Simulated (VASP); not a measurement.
A run of VASP 6.6.1:

File INCAR:

```
PREC = Accurate
ENCUT = 520
EDIFF = 1E-7
ISMEAR = 0
SIGMA = 0.02
LREAL = F
LASPH = T
NELM = 100
ALGO = Normal
ISIF = 2
LWAVE = F
LCHARG = F
GGA = PE
NBANDS = 50
```

The input KPOINTS:

```
regular mesh
0
Gamma
  12 12 2
```

POSCAR

```
GeSb4Te7
1.0
    4.3204007251      0.0000000000      0.0000000000
   -2.1602003625      3.7415767824      0.0000000000
    0.0000000000      0.0000000000     24.5697558243
Ge Sb Te
1 4 7
Direct
    0.0000000000      0.0000000000      0.5000000000
    0.6666666667      0.3333333333      0.9187155996
    0.3333333333      0.6666666667      0.3488175073
    0.3333333333      0.6666666667      0.0812844004
    0.6666666667      0.3333333333      0.6511824927
    0.3333333333      0.6666666667      0.8491992826
    0.6666666667      0.3333333333      0.1508007174
    0.0000000000      0.0000000000      0.7204257148
    0.6666666667      0.3333333333      0.4310324034
    0.3333333333      0.6666666667      0.5689675966
    0.0000000000      0.0000000000      0.0000000000
    0.0000000000      0.0000000000      0.2795742852
```

Potentials or basis: VASP PAW PBE potentials, release 64 (Ge_d, Sb, Te).

The run is started by

```console
$ cat potpaw_PBE.64/Ge_d/POTCAR potpaw_PBE.64/Sb/POTCAR potpaw_PBE.64/Te/POTCAR > POTCAR
$ mpirun -np 1 vasp_std > vasp.out
```

Hardware: 1 thread of Intel(R) Xeon(R) Platinum 8488C (Sapphire Rapids), on a shared host.

**Question.** How long does it take, and how much memory?

**Answer.** Wall time 13 min on 1 thread of Intel(R) Xeon(R) Platinum 8488C (Sapphire Rapids) (shared host), peak memory 0.89 GiB. Counts: scf iterations 19, k points 38.
